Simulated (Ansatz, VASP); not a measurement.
**SbSe5: VASP beside Ansatz**

```
Sb Se
1.0
     3.16491    1.82726    5.41532
    -3.16491    1.82726    5.41532
     0.00000   -3.65452    5.41532
Sb Se
1 5
Direct
  0.50000 0.50000 0.50000
  0.50000 0.50000 0.00000
  0.00000 0.50000 0.50000
  0.50000 0.00000 0.50000
  0.19983 0.19983 0.19983
  0.80017 0.80017 0.80017
```

Alike in both runs: task relaxation of cell and atoms; functional PBE; k mesh 3 × 3 × 3; occupations gaussian, width 0.2 eV; no spin polarisation.

|  | VASP | Ansatz |
| --- | --- | --- |
| version | VASP 6.6.1 | Ansatz 0.2.0 |
| potentials or method | VASP PAW PBE potentials, release 64 (Sb, Se), cutoff 600 eV | scalar-relativistic, plane waves, PAW |
| valence electrons in the cell | 35 | 95 |

VASP gave:

| Item | Value |
| --- | --- |
| gap on the k mesh at the Fermi level, each at its own relaxed structure (eV) | none |
| relaxed volume (Å³/atom) | 29.75 |
| relaxed cell length with the largest relative difference (Å) | 5.671 |

Task: What did Ansatz give for the same quantities?

Result: gap on the k mesh at the Fermi level, each at its own relaxed structure (eV): none; relaxed volume (Å³/atom): 29.07; relaxed cell length with the largest relative difference (Å): 5.637.

A gap of «none» marks a metal or a gap that the smearing closes. VASP's potentials hold 35 valence electrons a cell and Ansatz's 95, so a difference there can come from the potentials and not from the codes.

The k mesh is coarse, so the values compare programs but aren't converged. Neither program's run includes spin-orbit coupling.
